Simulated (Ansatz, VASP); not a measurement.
**One calculation of W, two programs**

```
W
1.0
     0.00000    2.00602    2.00602
     2.00602    0.00000    2.00602
     2.00602    2.00602    0.00000
W
1
Direct
  0.00000 0.00000 0.00000
```

Alike in both runs: task relaxation of cell and atoms; functional PBE; k mesh 17 × 17 × 17; occupations fermi-dirac, width 0.05 eV; no spin polarisation.

|  | VASP | Ansatz |
| --- | --- | --- |
| version | VASP 6.6.1 | Ansatz 0.2.0 |
| potentials or method | VASP PAW PBE potentials, release 64 (W_sv) | PAW with Ansatz's default frozen-core files, scalar-relativistic |
| plane-wave cutoff (eV) | 600 | 420 |
| valence electrons in the cell | 14 | 14 |

VASP gave:

| Item | Value |
| --- | --- |
| relaxed volume (Å³/atom) | 16.49 |
| relaxed cell length with the largest relative difference (Å) | 2.857 |

Question: What did Ansatz give for the same quantities?

Answer: Relaxed volume (Å³/atom): 16.45; relaxed cell length with the largest relative difference (Å): 2.855.

Spin-orbit coupling is off throughout.
